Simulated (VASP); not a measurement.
# Ag (Fm-3m) in VASP: a series of runs

The runs below take Ag through single point, with PBE.

All numbers are computed with VASP 6.6.1; they aren't measurements. Logs are shortened: lines on timing, memory, paths and dates and some standing lists are left out, and cuts for length are marked.

## Step 1: The cell of the first run

Symmetry: Fm-3m, No. 225, cubic system. Conventional cell: a = 3.974 Å, b = 3.974 Å, c = 3.974 Å, α = 90.00°, β = 90.00°, γ = 90.00°. Ag (site symmetry m-3m) has 12 Ag at 2.81 Å within 3.7 Å.

## Step 2: Single point, PBE (15.69 Å³/atom)

Contents of INCAR:

```
  ALGO = Normal
  EDIFF = 1E-6
  ENCUT = 520
  GGA = PE
  ISIF = 2
  ISMEAR = 0
  LASPH = T
  LCHARG = F
  LREAL = F
  LWAVE = F
  NBANDS = 12
  NELM = 100
  PREC = Accurate
  SIGMA = 0.1
```

Contents of KPOINTS:

```
k-points
0
Gamma
  18 18 18
```

Contents of POSCAR:

```
Ag
1.0
    0.0000000000      1.9870873811      1.9870873811
    1.9870873811      0.0000000000      1.9870873811
    1.9870873811      1.9870873811      0.0000000000
Ag
1
Direct
    0.0000000000      0.0000000000      0.0000000000
```

Potentials or basis: VASP PAW PBE potentials, release 64 (Ag).

On the command line:

```
> cat potpaw_PBE.64/Ag/POTCAR > POTCAR
> mpirun -np 1 vasp_std > vasp.out
```

OUTCAR:

```text
EDIFF = 1E-6
   ENCUT = 520
   GGA = PE
   ISIF = 2
   ISMEAR = 0
   LASPH = T
   LREAL = F
   NELM = 100
   PREC = Accurate

 ion  position               nearest neighbor table
   1  0.000  0.000  0.000-

  LATTYP: Found a face centered cubic cell.
 ALAT       =     3.9741747622

  Lattice vectors:

 A1 = (   0.0000000000,   1.9870873811,   1.9870873811)
 A2 = (   1.9870873811,   0.0000000000,   1.9870873811)
 A3 = (   1.9870873811,   1.9870873811,   0.0000000000)

Analysis of symmetry for initial positions (statically):
=====================================================================
 Subroutine PRICEL returns:
 Original cell was already a primitive cell.

 Routine SETGRP: Setting up the symmetry group for a
 face centered cubic supercell.

 Subroutine GETGRP returns: Found 48 space group operations
 (whereof 48 operations were pure point group operations)
 out of a pool of 48 trial point group operations.

The static configuration has the point symmetry O_h .

Analysis of symmetry for dynamics (positions and initial velocities):
=====================================================================
 Subroutine PRICEL returns:
 Original cell was already a primitive cell.

 Routine SETGRP: Setting up the symmetry group for a
 face centered cubic supercell.

 Subroutine GETGRP returns: Found 48 space group operations
 (whereof 48 operations were pure point group operations)
 out of a pool of 48 trial point group operations.

The dynamic configuration has the point symmetry O_h .

 Subroutine INISYM returns: Found 48 space group operations
 (whereof 48 operations are pure point group operations),
 and found     1 'primitive' translations

----------------------------------------------------------------------------------------

                                     Primitive cell

  volume of cell :      15.6921

  direct lattice vectors                    reciprocal lattice vectors
     0.000000000  1.987087381  1.987087381    -0.251624566  0.251624566  0.251624566
     1.987087381  0.000000000  1.987087381     0.251624566 -0.251624566  0.251624566
     1.987087381  1.987087381  0.000000000     0.251624566  0.251624566 -0.251624566

  length of vectors
     2.810165924  2.810165924  2.810165924     0.435826533  0.435826533  0.435826533

  position of ions in fractional coordinates (direct lattice)
     0.000000000  0.000000000  0.000000000

  ion indices of the primitive-cell ions
   primitive index   ion index
                 1           1

----------------------------------------------------------------------------------------

 KPOINTS: k-points

Automatic generation of k-mesh.
 Grid dimensions read from file:
 generate k-points for:   18   18   18

 Generating k-lattice:

  Cartesian coordinates                     Fractional coordinates (reciprocal lattice)
    -0.013979143  0.013979143  0.013979143     0.055555556  0.000000000  0.000000000
     0.013979143 -0.013979143  0.013979143     0.000000000  0.055555556  0.000000000
     0.013979143  0.013979143 -0.013979143     0.000000000  0.000000000  0.055555556

  Length of vectors
     0.024212585  0.024212585  0.024212585

  Shift w.r.t. Gamma in fractional coordinates (k-lattice)
     0.000000000  0.000000000  0.000000000

 Subroutine IBZKPT returns following result:
 ===========================================

 Found    195 irreducible k-points:

 Following reciprocal coordinates:
            Coordinates               Weight
  0.000000  0.000000  0.000000      1.000000
  0.055556  0.000000  0.000000      8.000000
  0.111111  0.000000  0.000000      8.000000
  0.166667  0.000000  0.000000      8.000000
  0.222222  0.000000  0.000000      8.000000
  0.277778  0.000000  0.000000      8.000000
[... 16 lines left out ...]
 -0.277778  0.055556  0.000000     24.000000
 -0.222222  0.055556  0.000000     24.000000
 [... further k-points ...]
   k-points           NKPTS =    195   k-points in BZ     NKDIM =    195   number of bands    NBANDS=     12
   number of dos      NEDOS =    301   number of ions     NIONS =      1
   total plane-waves  NPLWV =  13824
   dimension x,y,z NGX =    24 NGY =   24 NGZ =   24
   dimension x,y,z NGXF=    48 NGYF=   48 NGZF=   48
   ions per type =               1
   NGX,Y,Z   is equivalent  to a cutoff of  14.20, 14.20, 14.20 a.u.
   NGXF,Y,Z  is equivalent  to a cutoff of  28.40, 28.40, 28.40 a.u.
 SYSTEM =  unknown system
   PREC   = accura    normal or accurate (medium, high low for compatibility)
   ISTART =      0    job   : 0-new  1-cont  2-samecut
   ICHARG =      2    charge: 1-file 2-atom 10-const
   ISPIN  =      1    spin polarized calculation?
   LNONCOLLINEAR =      F non collinear calculations
   LSORBIT =      F    spin-orbit coupling
   LASPH  =      T    aspherical Exc in radial PAW
   ENCUT  =  520.0 eV  38.22 Ry    6.18 a.u.   5.23  5.23  5.23*2*pi/ulx,y,z
   NELM   =    100;   NELMIN=  2; NELMDL= -5     # of ELM steps
   EDIFF  = 0.1E-05   stopping-criterion for ELM
   LREAL  =      F    real-space projection
   EDIFFG = 0.1E-04   stopping-criterion for IOM
   NSW    =      0    number of steps for IOM
   IBRION =     -1    ionic relax: 0-MD 1-quasi-New 2-CG
   NFREE  =      0    steps in history (QN), initial steepest desc. (CG)
   ISIF   =      2    stress and relaxation
   ISYM   =      2    0-nonsym 1-usesym 2-fastsym
   POTIM  = 0.5000    time-step for ionic-motion
   TEBEG  =    0.0;   TEEND  =   0.0 temperature during run
   PSTRESS=    0.0 pullay stress
   NELECT =      11.0000    total number of electrons
   NUPDOWN=      -1.0000    fix difference up-down
   EMIN   =  10.00;   EMAX   =-10.00  energy-range for DOS
   EFERMI =   0.00;   METHOD = LEGACY
   ISMEAR =     0;   SIGMA  =   0.10  broadening in eV -4-tet -1-fermi 0-gaus
   EFERMI_NEDOS =   21; number of points for ismear=-14 and -15
   IALGO  =     38    algorithm
   IMIX   =      4    mixing-type and parameters
     AMIX     =   0.40;   BMIX     =  1.00
     AMIX_MAG =   1.60;   BMIX_MAG =  1.00
  volume/ion in A,a.u.               =      15.69       105.90
  Fermi-wavevector in a.u.,A,eV,Ry     =   1.454271  2.748174 28.775029  2.114905
  Thomas-Fermi vector in A             =   2.571441
   LORBIT       =      0    0 simple, 1 ext, 2 COOP (PROOUT), +10 PAW based schemes
   GGA     = PE    functional components
   LHFCALC =     F    Hartree Fock is set to
   AEXX    =    0.0000 exact exchange contribution
   IVDW    =     0    specifies the selected vdW correction
   LEPSILON=     F    determine dielectric tensor
   LRPA    =     F    only Hartree local field effects (RPA)
 non-spin polarized calculation
 Gauss-broadening in eV      SIGMA  =   0.10
  energy-cutoff  :      520.00
  volume of cell :       15.69
 maximum number of plane-waves:       444
 NGX is ok and might be reduce to    24
   NGX = 11   NGY = 11   NGZ = 11

 number of electron      11.0000001 magnetization

 Free energy of the ion-electron system (eV)
  ---------------------------------------------------
  ext. energy  EPLUGINS =         0.00000000
  ---------------------------------------------------
  free energy    TOTEN  =        -2.62352507 eV

  energy without entropy =       -2.62256817  energy(sigma->0) =       -2.62304662

 E-fermi :   9.6383     XC(G=0): -12.7127

 val. band max:        9.6066525939   @ k =   0.5000   0.2778   0.1111
 cond. band min:       9.7735884947   @ k =   0.5000   0.1111   0.0000
 fundamental gap:      0.1669359008
 Fermi energy:         9.6383283432

 k-point     1 :       0.0000    0.0000    0.0000
  band No.  band energies     occupation
      1       1.2403      2.00000
      2       4.5140      2.00000
      3       4.5140      2.00000
      4       4.5140      2.00000
      5       5.7116      2.00000
      6       5.7116      2.00000
      7      25.8192      0.00000
      8      29.8921      0.00000
      9      29.8921      0.00000
     10      29.8921      0.00000
     11      34.9194      0.00000
     12      36.6652      0.00000

 k-point     2 :       0.0556    0.0000    0.0000
  band No.  band energies     occupation
      1       1.3439      2.00000
      2       4.4870      2.00000
      3       4.5449      2.00000
      4       4.5449      2.00000
      5       5.6990      2.00000
      6       5.6990      2.00000
      7      25.8717      0.00000
      8      29.0533      0.00000
      9      29.9620      0.00000
     10      29.9620      0.00000
     11      35.2364      0.00000
     12      36.4938      0.00000

 k-point     3 :       0.1111    0.0000    0.0000
  band No.  band energies     occupation
      1       1.6429      2.00000
      2       4.4231      2.00000
      3       4.6251      2.00000
      4       4.6251      2.00000
      5       5.6737      2.00000
      6       5.6737      2.00000
      7      25.8130      0.00000
      8      27.5217      0.00000
      9      30.1472      0.00000
     10      30.1472      0.00000
     11      34.4201      0.00000
     12      35.9454      0.00000
[... 286 lines left out ...]
 k-point    23 :      -0.2778    0.0556    0.0000
  band No.  band energies     occupation
      1       2.9035      2.00000
      2       4.6604      2.00000
      3       4.7331      2.00000
      4       5.1492      2.00000
      5       5.8702      2.00000
      6       6.4160      2.00000
      7      19.6713      0.00000
      8      25.9551      0.00000
      9      28.6371      0.00000
     10      31.3432      0.00000
     11      32.7567      0.00000
     12      33.1028      0.00000

 k-point    24 :      -0.2222    0.0556    0.0000
  band No.  band energies     occupation
      1       2.7459      2.00000
      2       4.4960      2.00000
      3       4.7930      2.00000
      4       4.8024      2.00000
      5       5.6493      2.00000
      6       6.0675      2.00000
      7      21.8650      0.00000
      8      26.3081      0.00000
      9      29.1717      0.00000
     10      31.9838      0.00000
     11      32.2035      0.00000
     12      33.4149      0.00000

 [... further k-points ...]

------------------------ aborting loop because EDIFF is reached ----------------------------------------

  FORCE on cell =-STRESS in cart. coord.  units (eV):
  Direction    XX          YY          ZZ          XY          YZ          ZX
  --------------------------------------------------------------------------------------
  -------------------------------------------------------------------------------------
  Total        1.6397858      1.6397858      1.6397858      0.0000000      0.0000000     -0.0000000
  in kB      167.4236505    167.4236505    167.4236505      0.0000000      0.0000000     -0.0000000
  external PRESSURE =     167.4236505 kB  Pullay stress =       0.0000000 kB

 VOLUME and BASIS-vectors are now :
 -----------------------------------------------------------------------------
  energy-cutoff  :      520.00
  volume of cell :       15.69
      direct lattice vectors                 reciprocal lattice vectors
     0.000000000  1.987087381  1.987087381    -0.251624566  0.251624566  0.251624566
     1.987087381  0.000000000  1.987087381     0.251624566 -0.251624566  0.251624566
     1.987087381  1.987087381  0.000000000     0.251624566  0.251624566 -0.251624566

 POSITION                                       TOTAL-FORCE (eV/Angst)
 -----------------------------------------------------------------------------------
      0.00000      0.00000      0.00000         0.000000      0.000000      0.000000
 -----------------------------------------------------------------------------------
    total drift:                               -0.000000      0.000000     -0.000000

  FREE ENERGIE OF THE ION-ELECTRON SYSTEM (eV)
  ---------------------------------------------------
  free  energy   TOTEN  =        -2.6235250750 eV

  energy  without entropy=       -2.6225681666  energy(sigma->0) =       -2.62304662
```

It took 43 s on 1 thread of Intel Xeon 8259CL, shared host; peak memory 0.17 GiB.

What came out:

| Property | Result |
| --- | --- |
| Free energy | -2.6235 eV |
| Pressure | 16.7 GPa |
| Band gap on the k mesh | zero (an odd number of electrons rules out a gap without spin polarisation) |

Caveat: the cell stands under pressure.

## Step 3: Single point, PBE (16.23 Å³/atom)

This run uses another cell than the first one, of 16.23 Å³/atom.

Contents of INCAR:

```
ALGO     = Normal         # electronic algorithm
EDIFF    = 1E-7           # SCF threshold, eV
ENCUT    = 520            # plane-wave cutoff, eV
GGA      = PE             # functional
ISIF     = 2              # what is computed and relaxed
ISMEAR   = 0              # smearing method
LASPH    = T              # aspherical terms in the spheres
LCHARG   = F              # write CHGCAR
LREAL    = F              # projectors in reciprocal space
LWAVE    = F              # write WAVECAR
NBANDS   = 12             # bands
NELM     = 100            # most SCF steps
PREC     = Accurate       # precision mode
SIGMA    = 0.1            # smearing width, eV
```

KPOINTS is that of step 2.

Contents of POSCAR:

```
Ag
1.0
    0.0000000000      2.0094160745      2.0094160745
    2.0094160745      0.0000000000      2.0094160745
    2.0094160745      2.0094160745      0.0000000000
Ag
1
Direct
    0.0000000000      0.0000000000      0.0000000000
```

Potentials or basis: VASP PAW PBE potentials, release 64 (Ag).

On the command line:

```
> cat potpaw_PBE.64/Ag/POTCAR > POTCAR
> mpirun -np 1 vasp_std > vasp.out
```

Run time: 50 s. Hardware: 1 thread of Intel Xeon 8259CL, shared host; peak memory 0.17 GiB.

Results (log left out):

- Free energy: -2.6702 eV
- Pressure: 11.2 GPa
- Band gap on the k mesh: zero (an odd number of electrons rules out a gap without spin polarisation)

Levels at points of the mesh, in eV from the Fermi level:
| k point | band 4 | band 5 | band 6 | band 7 | band 8 | band 9 |
| --- | --- | --- | --- | --- | --- | --- |
| (0.00, 0.00, 0.00) | -4.98 | -3.85 | -3.85 | 16.14 | 20.01 | 20.01 |
| (0.50, 0.00, 0.00) | -2.98 | -2.98 | -0.52 | 3.91 | 15.38 | 18.41 |
| (0.50, 0.50, 0.00) | -2.75 | -2.75 | 1.58 | 7.16 | 10.94 | 10.94 |

Caveat: the cell stands under pressure.

## Step 4: Single point, PBE (16.76 Å³/atom)

This run uses another cell than the first one, of 16.76 Å³/atom.

Contents of INCAR:

```
PREC     = Accurate       # precision mode
ENCUT    = 520            # plane-wave cutoff, eV
EDIFF    = 1E-7           # SCF threshold, eV
ISMEAR   = 0              # smearing method
SIGMA    = 0.1            # smearing width, eV
LREAL    = False          # projectors in reciprocal space
LASPH    = True           # aspherical terms in the spheres
NELM     = 80             # most SCF steps
ALGO     = Fast           # electronic algorithm
ISIF     = 2              # what is computed and relaxed
LWAVE    = False          # write WAVECAR
LCHARG   = False          # write CHGCAR
GGA      = PE             # functional
NBANDS   = 12             # bands
```

Contents of KPOINTS:

```
regular mesh
0
Gamma
  18 18 18
```

Contents of POSCAR:

```
Ag
1.0
    0.0000000000      2.0312592649      2.0312592649
    2.0312592649      0.0000000000      2.0312592649
    2.0312592649      2.0312592649      0.0000000000
Ag
1
Direct
    0.0000000000      0.0000000000      0.0000000000
```

On the command line:

```
> cat potpaw_PBE.64/Ag/POTCAR > POTCAR
> mpirun -np 1 vasp_std > vasp.out
```

Run time: 51 s. Hardware: 1 thread of Intel Xeon 8259CL, shared host; peak memory 0.17 GiB.

Results (log left out):

```
Free energy            : -2.7000 eV
Pressure               : 6.7 GPa
Band gap on the k mesh : zero (an odd number of electrons rules out a gap without spin polarisation)
```

Levels at points of the mesh, in eV from the Fermi level:
```csv
k point,band 2,band 3,band 4,band 5,band 6,band 7,band 8,band 9,band 10,band 11
"(0.00, 0.00, 0.00)",-4.84,-4.84,-4.84,-3.78,-3.78,16.09,19.77,19.77,19.77,24.62
"(0.50, 0.00, 0.00)",-4.87,-4.87,-2.96,-2.96,-0.42,3.73,15.32,18.08,18.08,23.13
"(0.50, 0.50, 0.00)",-6.38,-2.99,-2.74,-2.74,1.62,6.90,10.78,10.78,17.42,17.50
```

Caveat: the cell stands under pressure.

## Step 5: Overview

```csv
cell,gap on the mesh (eV),pressure (GPa)
"a = 2.810 Å, angles 60.0°, 1 atom",none,16.7
"a = 2.842 Å, angles 60.0°, 1 atom",none,11.2
"a = 2.873 Å, angles 60.0°, 1 atom",none,6.7
```

Alike in all rows: task single point; level PBE; potentials or basis VASP PAW PBE potentials, release 64 (Ag); no spin polarisation; k mesh 18 × 18 × 18; cutoff (eV) 520; smearing gaussian 0.1 eV.

Caveats: the cell stands under pressure.

Total energies depend on the potentials used, so only differences within one code and one set of settings carry meaning.

The gap in the log of VASP goes by the Fermi energy; the results here count the filled bands.